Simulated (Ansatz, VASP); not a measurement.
One calculation of NiO, two programs

```
Ni O
1.0
     3.10991    0.00000    0.00000
    -1.55496    2.69326    0.00000
     0.00000    0.00000    5.36994
Ni O
2 2
Cartesian
  0.0000 0.0000 0.0319
  0.0000 1.7955 2.7168
  0.0000 0.0000 1.9819
  0.0000 1.7955 4.6668
```

Alike in both runs: functional PBE; k mesh 18 × 18 × 8; occupations gaussian, width 0.1 eV; collinear spin.

Ansatz relaxed the structure, and its values are those at the end. VASP's run is a single point on that final structure, the one shown.

|  | VASP | Ansatz |
| --- | --- | --- |
| version | VASP 6.6.1 | Ansatz 0.2.0 |
| potentials or method | VASP PAW PBE potentials, release 64 (Ni, O), cutoff 520 eV | scalar-relativistic, plane waves, PAW |
| valence electrons in the cell | 32 | 48 |

VASP gave:

| Quantity | Value |
| --- | --- |
| gap on the k mesh at the Fermi level (eV) | none |
| pressure (GPa) | 0.2 |
| net moment per atom (μB) | 0.94 |
| size of the moment on the site where the two differ most (μB) | 1.47 |

Q: Which values does Ansatz return?

A: gap on the k mesh at the Fermi level (eV): none; pressure (GPa): 0.0; net moment per atom (μB): 0.95; size of the moment on the site where the two differ most (μB): 1.44.

Site moments also hang on the region over which each program counts them. A gap of «none» marks a metal or a gap that the smearing closes. With one functional, cell and mesh, what is left measures potentials, basis and numerics. VASP's potentials hold 32 valence electrons a cell and Ansatz's 48, so a difference there can come from the potentials and not from the codes. Ansatz's warnings: structure snapped to symmetry.
